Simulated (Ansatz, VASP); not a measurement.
Two plane-wave programs on Rb

File INCAR:

```
PREC = Accurate
ENCUT = 520
EDIFF = 1E-6
ISMEAR = 0
SIGMA = 0.6
LREAL = False
LASPH = True
NELM = 80
ALGO = Normal
ISIF = 2
LWAVE = False
LCHARG = False
GGA = CA
NBANDS = 10
```

Contents of KPOINTS:

```
regular mesh
0
Gamma
  8 8 8
```

The input POSCAR:

```
Rb
1.0
   -2.6859640533      2.6859640533      2.6859640533
    2.6859640533     -2.6859640533      2.6859640533
    2.6859640533      2.6859640533     -2.6859640533
Rb
1
Direct
    0.0000000000      0.0000000000      0.0000000000
```

Input for Ansatz:

```yaml
crystal:
  lattice:
    - [-2.6859640533, 2.6859640533, 2.6859640533]
    - [2.6859640533, -2.6859640533, 2.6859640533]
    - [2.6859640533, 2.6859640533, -2.6859640533]
  atoms:
    - { symbol: Rb, position: [0.0, 0.0, 0.0] }
hamiltonian:
  xc: lda
  pseudopotentials:
    kind: paw
    azcp:
      Rb: "pseudopotentials/Rb.paw.azcp"
basis:
  ecutwfc: 420
  fft_grid_basis: typed
kpoints:
  mp_grid: { grid: [8, 8, 8], shift: [0, 0, 0] }
magnetization:
  spin_polarized: false
scf:
  occupations: { method: gaussian, width: 0.6 }
  lower_state_search: "off"
output:
  stress: true
```

Alike in both runs: task single point; functional LDA; k mesh 8 × 8 × 8; occupations gaussian, width 0.6 eV; no spin polarisation.

```csv
,VASP,Ansatz
version,VASP 6.6.1,Ansatz 0.2.0
potentials or method,"VASP PAW LDA potentials, release 64 (Rb_sv), cutoff 520 eV","plane waves (420 eV) with PAW, scalar-relativistic"
valence electrons in the cell,9,9
```

```csv
,VASP,Ansatz,Ansatz less VASP
pressure (GPa),0.0,0.0,0.00
```

Ansatz warns that its potentials were made for another functional, while VASP's fit it. LDA's correlation is that of Perdew and Zunger in VASP and of Perdew and Wang (1992) in Ansatz.
